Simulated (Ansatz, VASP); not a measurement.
## One calculation of TaBiO, two programs

```
Ta Bi O
1.0
     3.90767    0.00000    0.00000
     0.00000    3.90767    0.00000
     0.00000    0.00000    3.88872
Ta Bi O
1 1 1
Direct
  0.50000 0.50000 0.50000
  0.00000 0.00000 0.00000
  0.50000 0.50000 0.00000
```

Change from the starting cell: species swapped into the LiHPd type (P4/mmm, No. 123).

Alike in both runs: functional PBE; k mesh 4 × 4 × 3; occupations gaussian, width 0.15 eV; no spin polarisation.

Ansatz relaxed the structure, and its values are those at the end. VASP's run is a single point on that final structure, the one shown.

|  | VASP | Ansatz |
| --- | --- | --- |
| version | VASP 6.6.1 | Ansatz 0.2.0 |
| potentials or method | VASP PAW PBE potentials, release 64 (Ta_pv, Bi_d, O), cutoff 600 eV | scalar-relativistic, plane waves, PAW |
| valence electrons in the cell | 32 | 34 |

VASP gave:

* gap on the k mesh at the Fermi level (eV): none
* pressure (GPa): 0.2

**Question.** What did Ansatz give for the same quantities?

**Answer.** gap on the k mesh at the Fermi level (eV): none; pressure (GPa): 0.1.

A gap of «none» marks a metal or a gap that the smearing closes. VASP's potentials hold 32 valence electrons a cell and Ansatz's 34, so a difference there can come from the potentials and not from the codes.

The k mesh is coarse, so the values compare programs but aren't converged. Neither program's run includes spin-orbit coupling.
